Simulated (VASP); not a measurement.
# CaSe (Fm-3m) in VASP: a series of runs

The runs below take CaSe through single point, with revPBE.

All numbers are computed with VASP 6.6.1; they aren't measurements. Logs are shortened: lines on timing, memory, paths and dates and some standing lists are left out, and cuts for length are marked.

## 1. The cell of the first run

It takes space group Fm-3m (No. 225, cubic). The conventional cell has a = 5.912 Å, b = 5.912 Å, c = 5.912 Å, α = 90.00°, β = 90.00°, γ = 90.00°. Within 3.9 Å of Se (site symmetry m-3m) lie 6 Ca at 2.96 Å. Within 3.9 Å of Ca (site symmetry m-3m) lie 6 Se at 2.96 Å.

## 2. Single point, revPBE

POSCAR reads:

```
CaSe
1.0
    0.0000000000      2.9560000000      2.9560000000
    2.9560000000      0.0000000000      2.9560000000
    2.9560000000      2.9560000000      0.0000000000
Se Ca
1 1
Direct
    0.5000000000      0.5000000000      0.5000000000
    0.0000000000      0.0000000000      0.0000000000
```

INCAR.step1 reads:

```
SYSTEM = CaSe
GGA      = RE             ! functional
ISMEAR   = 0              ! smearing method
SIGMA    = 0.03           ! smearing width, eV
LWAVE    = .False.        ! write WAVECAR
LCHARG   = .True.         ! write CHGCAR
NBANDS   = 24             ! bands
PREC     = Accurate       ! precision mode
LASPH    = .True.         ! aspherical terms in the spheres
LREAL    = .False.        ! projectors in reciprocal space
ALGO     = Normal         ! electronic algorithm
EDIFF    = 1E-6           ! SCF threshold, eV
NELM     = 120            ! most SCF steps
GGA_COMPAT= .False.      
ENCUT    = 300            ! plane-wave cutoff, eV
EFERMI   = MIDGAP
```

KPOINTS.step1 reads:

```
k-points
0
Gamma
  7 7 7
```

INCAR.step2 reads:

```
SYSTEM = CaSe
GGA      = RE             ! functional
ISMEAR   = -5             ! smearing method
LWAVE    = .False.        ! write WAVECAR
LCHARG   = .False.        ! write CHGCAR
NBANDS   = 24             ! bands
PREC     = Accurate       ! precision mode
LASPH    = .True.         ! aspherical terms in the spheres
LREAL    = .False.        ! projectors in reciprocal space
ALGO     = Normal         ! electronic algorithm
EDIFF    = 1E-6           ! SCF threshold, eV
NELM     = 120            ! most SCF steps
GGA_COMPAT= .False.      
ENCUT    = 300            ! plane-wave cutoff, eV
EFERMI   = MIDGAP       
NEDOS    = 2001           ! points of the DOS
LORBIT   = 11             ! projections on sites
EMIN     = -13.3819     
EMAX     = 11.6181      
ICHARG   = 11             ! starting density
```

KPOINTS.step2 reads:

```
Automatic mesh
0
Gamma
  11 11 11
  0 0 0
```

Potentials or basis: VASP PAW PBE potentials, release 64 (Se, Ca_sv).

Launch:

```bash
$ cat potpaw_PBE.64/Se/POTCAR potpaw_PBE.64/Ca_sv/POTCAR > POTCAR
$ cp INCAR.step1 INCAR
$ cp KPOINTS.step1 KPOINTS
$ mpirun -np 1 vasp_std > vasp.out
$ cp INCAR.step2 INCAR
$ cp KPOINTS.step2 KPOINTS
$ mpirun -np 1 vasp_std > vasp.out
```

OUTCAR:

```text
SYSTEM = CaSe
   GGA = RE
   ISMEAR = -5
   PREC = Accurate
   LASPH = .True.
   LREAL = .False.
   EDIFF = 1E-6
   NELM = 120
   ENCUT = 300
   EFERMI = MIDGAP
   LORBIT = 11
   EMIN = -13.3819
   ICHARG = 11

 Found     56 irreducible k-points:

 Following reciprocal coordinates:
            Coordinates               Weight
  0.000000  0.000000  0.000000      1.000000
  0.090909  0.000000  0.000000      8.000000
  0.181818  0.000000  0.000000      8.000000
  0.272727  0.000000  0.000000      8.000000
  0.363636  0.000000  0.000000      8.000000
  0.454545  0.000000  0.000000      8.000000
   k-points           NKPTS =     56   k-points in BZ     NKDIM =     56   number of bands    NBANDS=     24
   number of dos      NEDOS =   2001   number of ions     NIONS =      2
   total plane-waves  NPLWV =  13824
   dimension x,y,z NGX =    24 NGY =   24 NGZ =   24
   dimension x,y,z NGXF=    48 NGYF=   48 NGZF=   48
   ions per type =               1   1
   NGX,Y,Z   is equivalent  to a cutoff of   9.54,  9.54,  9.54 a.u.
   NGXF,Y,Z  is equivalent  to a cutoff of  19.09, 19.09, 19.09 a.u.
 SYSTEM =  CaSe
   PREC   = accura    normal or accurate (medium, high low for compatibility)
   ISTART =      0    job   : 0-new  1-cont  2-samecut
   ICHARG =     11    charge: 1-file 2-atom 10-const
   ISPIN  =      1    spin polarized calculation?
   LNONCOLLINEAR =      F non collinear calculations
   LSORBIT =      F    spin-orbit coupling
   LASPH  =      T    aspherical Exc in radial PAW
   ENCUT  =  300.0 eV  22.05 Ry    4.70 a.u.   5.90  5.90  5.90*2*pi/ulx,y,z
   NELM   =    120;   NELMIN=  2; NELMDL=  0     # of ELM steps
   EDIFF  = 0.1E-05   stopping-criterion for ELM
   LREAL  =      F    real-space projection
   EDIFFG = 0.1E-04   stopping-criterion for IOM
   NSW    =      0    number of steps for IOM
   IBRION =     -1    ionic relax: 0-MD 1-quasi-New 2-CG
   NFREE  =      0    steps in history (QN), initial steepest desc. (CG)
   ISIF   =      2    stress and relaxation
   ISYM   =      2    0-nonsym 1-usesym 2-fastsym
   POTIM  = 0.5000    time-step for ionic-motion
   TEBEG  =    0.0;   TEEND  =   0.0 temperature during run

   SCALEE = 1.0000    scale energy and forces
   PSTRESS=    0.0 pullay stress
   NELECT =      16.0000    total number of electrons
   NUPDOWN=      -1.0000    fix difference up-down
   EMIN   = -13.38;   EMAX   = 11.62  energy-range for DOS
   EFERMI =   0.00;   METHOD = MIDGAP
   ISMEAR =    -5;   SIGMA  =   0.20  broadening in eV -4-tet -1-fermi 0-gaus
   EFERMI_NEDOS =   21; number of points for ismear=-14 and -15
   IALGO  =     38    algorithm
   IMIX   =      4    mixing-type and parameters
     AMIX     =   0.40;   BMIX     =  1.00
     AMIX_MAG =   1.60;   BMIX_MAG =  1.00
  volume/ion in A,a.u.               =      25.83       174.30
  Fermi-wavevector in a.u.,A,eV,Ry     =   1.107645  2.093145 16.692666  1.226876
  Thomas-Fermi vector in A             =   2.244161
   LORBIT       =     11    0 simple, 1 ext, 2 COOP (PROOUT), +10 PAW based schemes
   GGA     = RE    functional components
   LHFCALC =     F    Hartree Fock is set to
   AEXX    =    0.0000 exact exchange contribution
   IVDW    =     0    specifies the selected vdW correction
   LEPSILON=     F    determine dielectric tensor
   LRPA    =     F    only Hartree local field effects (RPA)

   CSHIFT  =0.1000    complex shift for real part using Kramers Kronig

   OMEGAMAX=  -1.0    maximum frequency
 non-spin polarized calculation
 Fermi weights with tetrahedron method with Bloechl corrections
  energy-cutoff  :      300.00
  volume of cell :       51.66
 maximum number of plane-waves:       624

 number of electron      15.9999991 magnetization

 Free energy of the ion-electron system (eV)
  ---------------------------------------------------
  ext. energy  EPLUGINS =         0.00000000
  ---------------------------------------------------
  free energy    TOTEN  =        -8.95568867 eV

  energy without entropy =       -8.95568867  energy(sigma->0) =       -8.95568867

 E-fermi :   3.5999     XC(G=0):  -9.0249

 val. band max:        2.5374606910   @ k =   0.0000   0.0000   0.0000
 cond. band min:       4.6622760153   @ k =   0.4545   0.4545   0.0000
 fundamental gap:      2.1248153243
 Fermi energy:         3.5998683532

 k-point     1 :       0.0000    0.0000    0.0000
  band No.  band energies     occupation
      1     -37.2910      2.00000
      2     -18.2409      2.00000
      3     -18.2409      2.00000
      4     -18.2409      2.00000
      5      -9.2353      2.00000
      6       2.5375      2.00000
      7       2.5375      2.00000
      8       2.5375      2.00000
      9       6.0217      0.00000
     10       6.3160      0.00000
     11       6.3160      0.00000
     12       6.3160      0.00000
     13       6.8568      0.00000
     14       6.8568      0.00000
     15      12.3423      0.00000
     16      14.8423      0.00000
     17      14.8423      0.00000
     18      14.8423      0.00000
     19      17.2306      0.00000
     20      17.2306      0.00000

 k-point     2 :       0.0909    0.0000    0.0000
  band No.  band energies     occupation
      1     -37.2905      2.00000
      2     -18.2498      2.00000
      3     -18.2414      2.00000
      4     -18.2414      2.00000
      5      -9.1854      2.00000
      6       2.0971      2.00000
      7       2.4040      2.00000
      8       2.4040      2.00000
      9       6.2263      0.00000
     10       6.4328      0.00000
     11       6.4328      0.00000
     12       6.6121      0.00000
     13       7.0751      0.00000
     14       7.0751      0.00000
     15      12.4611      0.00000
     16      14.5496      0.00000
     17      14.6303      0.00000
     18      14.6303      0.00000
     19      16.4327      0.00000
     20      16.4327      0.00000

 k-point     3 :       0.1818    0.0000    0.0000
  band No.  band energies     occupation
      1     -37.2891      2.00000
      2     -18.2743      2.00000
      3     -18.2430      2.00000
      4     -18.2430      2.00000
      5      -9.0477      2.00000
      6       1.2223      2.00000
      7       2.0958      2.00000
      8       2.0958      2.00000
      9       6.2671      0.00000
     10       6.7305      0.00000
     11       6.7305      0.00000
     12       7.6357      0.00000
     13       7.6684      0.00000
     14       7.6684      0.00000
     15      12.3457      0.00000
     16      13.8751      0.00000
     17      13.8751      0.00000
     18      14.5357      0.00000
     19      15.9211      0.00000
     20      15.9211      0.00000

 k-point     4 :       0.2727    0.0000    0.0000
  band No.  band energies     occupation
      1     -37.2872      2.00000
      2     -18.3062      2.00000
      3     -18.2451      2.00000
      4     -18.2451      2.00000
      5      -8.8578      2.00000
      6       0.3588      2.00000
      7       1.7638      2.00000
      8       1.7638      2.00000
      9       6.3961      0.00000
     10       7.1599      0.00000
     11       7.1599      0.00000
     12       8.4592      0.00000
     13       8.4592      0.00000
     14       8.5469      0.00000
     15      11.9566      0.00000
     16      12.8023      0.00000
     17      12.8023      0.00000
     18      15.2431      0.00000
     19      15.8039      0.00000
     20      15.8039      0.00000

 k-point     5 :       0.3636    0.0000    0.0000
  band No.  band energies     occupation
      1     -37.2855      2.00000
      2     -18.3348      2.00000
      3     -18.2471      2.00000
      4     -18.2471      2.00000
      5      -8.6719      2.00000
      6      -0.3064      2.00000
      7       1.5048      2.00000
      8       1.5048      2.00000
      9       6.6787      0.00000
     10       7.6580      0.00000
     11       7.6580      0.00000
     12       8.6473      0.00000
     13       9.2600      0.00000
     14       9.2600      0.00000
     15      11.7406      0.00000
     16      11.7406      0.00000
     17      12.3372      0.00000
     18      15.8210      0.00000
     19      15.8210      0.00000
     20      15.9378      0.00000

 k-point     6 :       0.4545    0.0000    0.0000
  band No.  band energies     occupation
      1     -37.2845      2.00000
      2     -18.3516      2.00000
      3     -18.2483      2.00000
      4     -18.2483      2.00000
      5      -8.5552      2.00000
      6      -0.6685      2.00000
      7       1.3658      2.00000
      8       1.3658      2.00000
      9       7.0525      0.00000
     10       8.0517      0.00000
     11       8.0517      0.00000
     12       8.2007      0.00000
     13       9.9243      0.00000
     14       9.9243      0.00000
     15      10.8795      0.00000
     16      10.8795      0.00000
     17      13.1965      0.00000
     18      15.8666      0.00000
     19      15.8666      0.00000
     20      16.3769      0.00000

 [... further k-points ...]

 [bands above 20 left out]

------------------------ aborting loop because EDIFF is reached ----------------------------------------

  FORCE on cell =-STRESS in cart. coord.  units (eV):
  Direction    XX          YY          ZZ          XY          YZ          ZX
  --------------------------------------------------------------------------------------
  -------------------------------------------------------------------------------------
  Total        0.8792726      0.8792726      0.8792726      0.0000000      0.0000000      0.0000000
  in kB       27.2703578     27.2703578     27.2703578      0.0000000      0.0000000      0.0000000
  external PRESSURE =      27.2703578 kB  Pullay stress =       0.0000000 kB

 VOLUME and BASIS-vectors are now :
 -----------------------------------------------------------------------------
  energy-cutoff  :      300.00
  volume of cell :       51.66
      direct lattice vectors                 reciprocal lattice vectors
     0.000000000  2.956000000  2.956000000    -0.169147497  0.169147497  0.169147497
     2.956000000  0.000000000  2.956000000     0.169147497 -0.169147497  0.169147497
     2.956000000  2.956000000  0.000000000     0.169147497  0.169147497 -0.169147497

 POSITION                                       TOTAL-FORCE (eV/Angst)
 -----------------------------------------------------------------------------------
      2.95600      2.95600      2.95600        -0.000000      0.000000     -0.000000
      0.00000      0.00000      0.00000         0.000000     -0.000000      0.000000
 -----------------------------------------------------------------------------------
    total drift:                                0.000000     -0.000000     -0.000000

  FREE ENERGIE OF THE ION-ELECTRON SYSTEM (eV)
  ---------------------------------------------------
  free  energy   TOTEN  =        -8.9556886670 eV

  energy  without entropy=       -8.9556886670  energy(sigma->0) =       -8.95568867

 total charge

# of ion       s       p       d       tot
------------------------------------------
    1        1.429   2.506   0.005   3.940
    2        2.032   5.857   0.239   8.128
--------------------------------------------------
tot          3.461   8.363   0.244  12.067
```

Wall time 24 s (1 thread of Intel Xeon Platinum 8124M at 3.00GHz (Skylake/Cascade Lake), shared host); peak memory 0.15 GiB.

What came out:

| Property | Result |
| --- | --- |
| Band gap on the k mesh | 2.12 eV (least direct gap 3.04 eV) |
| Valence electrons inside the program's atomic spheres | Se 3.94; Ca 8.13 |

Caveat: the cutoff is under 1.25 times the usual one of these potentials, so pressure, stress and relaxed cells hold a basis-set (Pulay) error; the PAW data sets were made with another functional, which shifts forces and pressure a little; an odd mesh through Γ misses points on the zone boundary, where band edges can lie.

## 3. Single point, revPBE

POSCAR is that of step 2.

INCAR.step1: that of step 2 with these lines changed.

```diff
@@ -14,3 +14,3 @@
 GGA_COMPAT= .False.      
-ENCUT    = 300            ! plane-wave cutoff, eV
+ENCUT    = 520            ! plane-wave cutoff, eV
 EFERMI   = MIDGAP
```

KPOINTS.step1 is that of step 2.

INCAR.step2: that of step 2 with these lines changed.

```diff
@@ -13,8 +13,8 @@
 GGA_COMPAT= .False.      
-ENCUT    = 300            ! plane-wave cutoff, eV
+ENCUT    = 520            ! plane-wave cutoff, eV
 EFERMI   = MIDGAP       
-NEDOS    = 2001           ! points of the DOS
+NEDOS    = 4001           ! points of the DOS
 LORBIT   = 11             ! projections on sites
-EMIN     = -13.3819     
-EMAX     = 11.6181      
+EMIN     = -13.383      
+EMAX     = 11.617       
 ICHARG   = 11             ! starting density
```

KPOINTS.step2 reads:

```
Automatic mesh
0
Gamma
  24 24 24
  0 0 0
```

Potentials or basis: VASP PAW PBE potentials, release 64 (Se, Ca_sv).

Launch:

```bash
$ cat potpaw_PBE.64/Se/POTCAR potpaw_PBE.64/Ca_sv/POTCAR > POTCAR
$ cp INCAR.step1 INCAR
$ cp KPOINTS.step1 KPOINTS
$ mpirun -np 1 vasp_std > vasp.out
$ cp INCAR.step2 INCAR
$ cp KPOINTS.step2 KPOINTS
$ mpirun -np 1 vasp_std > vasp.out
```

Run time: 3.4 min. Hardware: 1 thread of Intel Xeon Platinum 8124M at 3.00GHz (Skylake/Cascade Lake), shared host; peak memory 0.54 GiB.

The run converged. Its results:

```yaml
Band_gap_on_the_k_mesh: 2.10 eV (least direct gap 3.03 eV)
Valence_electrons_inside_the_program's_atomic_spheres: Se 3.94; Ca 8.13
```

Levels at points of the mesh, in eV from the valence-band top:
```csv
k point,band 4,band 5,band 6,band 7,band 8,band 9,band 10,band 11,band 12,band 13
"(0.00, 0.00, 0.00)",-20.78,-11.77,0.00,0.00,0.00,3.48,3.78,3.78,3.78,4.32
"(0.50, 0.00, 0.00)",-20.79,-11.08,-3.25,-1.19,-1.19,4.61,5.55,5.58,5.58,7.55
"(0.50, 0.50, 0.00)",-20.81,-11.19,-2.51,-0.93,-0.93,2.10,5.08,5.17,6.08,6.11
```

Caveat: the PAW data sets were made with another functional, which shifts forces and pressure a little.
